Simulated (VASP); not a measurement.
A run of VASP 6.6.1:

POSCAR

```
LiF
1.0
    0.0000000000      2.1446105472      2.1446105472
    2.1446105472      0.0000000000      2.1446105472
    2.1446105472      2.1446105472      0.0000000000
Li F
1 1
Direct
    0.0000000000      0.0000000000      0.0000000000
    0.2500000000      0.2500000000      0.2500000000
```

File INCAR.step1:

```
ALGO     = Normal         # electronic algorithm
EDIFF    = 1E-4           # SCF threshold, eV
ENCUT    = 520            # plane-wave cutoff, eV
GGA      = PE             # functional
ISMEAR   = 0              # smearing method
LASPH    = True           # aspherical terms in the spheres
LCHARG   = False          # write CHGCAR
LREAL    = False          # projectors in reciprocal space
LWAVE    = True           # write WAVECAR
NBANDS   = 12             # bands
NELM     = 80             # most SCF steps
PREC     = Accurate       # precision mode
SIGMA    = 0.01           # smearing width, eV
```

INCAR.step2

```
ALGO     = Normal         # electronic algorithm
EDIFF    = 1E-7           # SCF threshold, eV
ENCUT    = 520            # plane-wave cutoff, eV
ISIF     = 2              # what is computed and relaxed
ISMEAR   = 0              # smearing method
ISTART   = 1            
LASPH    = True           # aspherical terms in the spheres
LCHARG   = True           # write CHGCAR
LELF     = True           # ELF
LMIXTAU  = True         
LREAL    = False          # projectors in reciprocal space
LVHAR    = True         
LWAVE    = False          # write WAVECAR
METAGGA  = R2SCAN         # meta-GGA
NBANDS   = 12             # bands
NELM     = 80             # most SCF steps
PREC     = Accurate       # precision mode
SIGMA    = 0.01           # smearing width, eV
```

File KPOINTS:

```
k-points
0
Gamma
  6 6 6
```

Potentials or basis: VASP PAW PBE potentials, release 64 (Li_sv, F).

Launch:

```console
$ cat potpaw_PBE.64/Li_sv/POTCAR potpaw_PBE.64/F/POTCAR > POTCAR
$ cp INCAR.step1 INCAR
$ mpirun -np 1 vasp_std > vasp.out
$ cp INCAR.step2 INCAR
$ mpirun -np 1 vasp_std > vasp.out
```

Hardware: 1 thread of Intel(R) Xeon(R) 6975P-C (Granite Rapids), on a shared host.

Question: Estimate the wall time of this run.

Answer: Run time: 11 s on 1 thread of Intel(R) Xeon(R) 6975P-C (Granite Rapids) (shared host), peak memory 0.13 GiB. Counts: k points 16.
